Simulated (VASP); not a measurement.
Wanted: the native input for a VASP 6.6.1 run.

* Task: single point
* Functional: PBE
* Potentials or basis: VASP PAW PBE potentials, release 64 (Si, Ni, B)
* Cutoff: 520 eV
* k mesh: 6 × 6 × 6
* Occupations: methfessel-paxton, width 0.1 eV
* Spin: no spin polarisation
* Dipole correction: no
* Further INCAR settings: ALGO = Normal; EDIFF = 1e-06; NBANDS = 50

The structure of Si8Ni4B (a cell with a defect) lies in POSCAR:

```
Si8Ni4B
1.0
    5.4428764300      0.0000000000      0.0000000000
    0.0000000000      5.4428764300      0.0000000000
    0.0000000000      0.0000000000      5.4428764300
Si Ni B
8 4 1
Direct
    0.1988043400      0.2926042100      0.2929123500
    0.2531304000      0.7490010700      0.7494338100
    0.7418549900      0.2376866900      0.7498559100
    0.7421874800      0.7490828300      0.2384476400
    0.2454984100      0.2458451800      0.7384622000
    0.2453020500      0.7380477400      0.2464382400
    0.7532195300      0.2457793600      0.2461770800
    0.7237314400      0.7675769600      0.7679887700
    0.0147928700     -0.0024215400     -0.0019558300
   -0.0314495300      0.5220939100      0.5229921600
    0.4936718300     -0.0024432200      0.4770018700
    0.4936483800      0.4769129500     -0.0019559600
    0.4036476200      0.0879575800      0.0881614500
```

The input as run:

INCAR

```
SYSTEM = Si8Ni4B
  ALGO = Normal
  EDIFF = 1E-6
  ENCUT = 520
  GGA = PE
  GGA_COMPAT = .False.
  ISIF = 2
  ISMEAR = 1
  LASPH = .True.
  LCHARG = .False.
  LREAL = .False.
  LWAVE = .False.
  NBANDS = 50
  NELM = 120
  PREC = Accurate
  SIGMA = 0.1
```

KPOINTS

```
k-points
0
Gamma
  6 6 6
  0 0 0
```

Potentials or basis: VASP PAW PBE potentials, release 64 (Si, Ni, B).

Launch:

```bash
$ cat potpaw_PBE.64/Si/POTCAR potpaw_PBE.64/Ni/POTCAR potpaw_PBE.64/B/POTCAR > POTCAR
$ mpirun -np 1 vasp_std > vasp.out
```

Results of the run:

```json
{
  "Pressure": "8.2 GPa",
  "Largest force": "0.187 eV/Å",
  "Band gap on the k mesh": "zero (an odd number of electrons rules out a gap without spin polarisation)"
}
```

It took 10 min on 1 thread of Intel(R) Xeon(R) 6975P-C (Granite Rapids), on a shared host, peak memory 0.73 GiB.
